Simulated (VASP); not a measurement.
Input of a VASP 6.6.1 run:

The input INCAR:

```
PREC     = Accurate       # precision mode
ENCUT    = 600            # plane-wave cutoff, eV
EDIFF    = 1E-7           # SCF threshold, eV
ISMEAR   = 0              # smearing method
SIGMA    = 0.02           # smearing width, eV
LREAL    = F              # projectors in reciprocal space
LASPH    = T              # aspherical terms in the spheres
NELM     = 100            # most SCF steps
ALGO     = Normal         # electronic algorithm
ISIF     = 3              # what is computed and relaxed
LWAVE    = F              # write WAVECAR
LCHARG   = F              # write CHGCAR
GGA      = PE             # functional
IBRION   = 2              # ionic algorithm
NSW      = 100            # ionic steps
EDIFFG   = -0.01          # ionic threshold
```

KPOINTS

```
regular mesh
0
Gamma
  8 8 8
```

Contents of POSCAR:

```
AlN
1.0
   -3.2897664819      3.2897664819      2.0542098614
    3.2897664819     -3.2897664819      2.0542098614
    3.2897664819      3.2897664819     -2.0542098614
Al N
4 4
Direct
    0.3528855332      0.8528855332      0.2057710664
    0.6471144668      0.1471144668      0.7942289336
    0.8528855332      0.6471144668      0.5000000000
    0.1471144668      0.3528855332      0.5000000000
    0.3495649139      0.1504350861      0.5000000000
    0.6504350861      0.8495649139      0.5000000000
    0.8495649139      0.3495649139      0.1991298278
    0.1504350861      0.6504350861      0.8008701722
```

Potentials or basis: VASP PAW PBE potentials, release 64 (Al, N).

Command:

```console
$ cat potpaw_PBE.64/Al/POTCAR potpaw_PBE.64/N/POTCAR > POTCAR
$ mpirun -np 1 vasp_std > vasp.out
```

Problem. What does it give for the space group after relaxing (to 0.1 Å)?

Solution. I4/mcm (No. 140).

Problem. Estimate the band gap on the k mesh.

Solution. 2.22 eV.

Problem. What does it give for the relaxed volume?

Solution. 11.10 Å³/atom.

Problem. Predict the relaxed cell.

Solution. a = 5.082 Å, b = 5.082 Å, c = 5.082 Å, α = 99.41°, β = 99.41°, γ = 132.29°.

Forces in eV/Å, atoms in the order of the input:
```
Al   0.002  0.002  0.000
Al  -0.002 -0.002  0.000
Al  -0.002  0.002  0.000
Al   0.002 -0.002  0.000
N   -0.001  0.001  0.000
N    0.001 -0.001  0.000
N    0.001  0.001  0.000
N   -0.001 -0.001  0.000
```

A k mesh can miss the band edges.
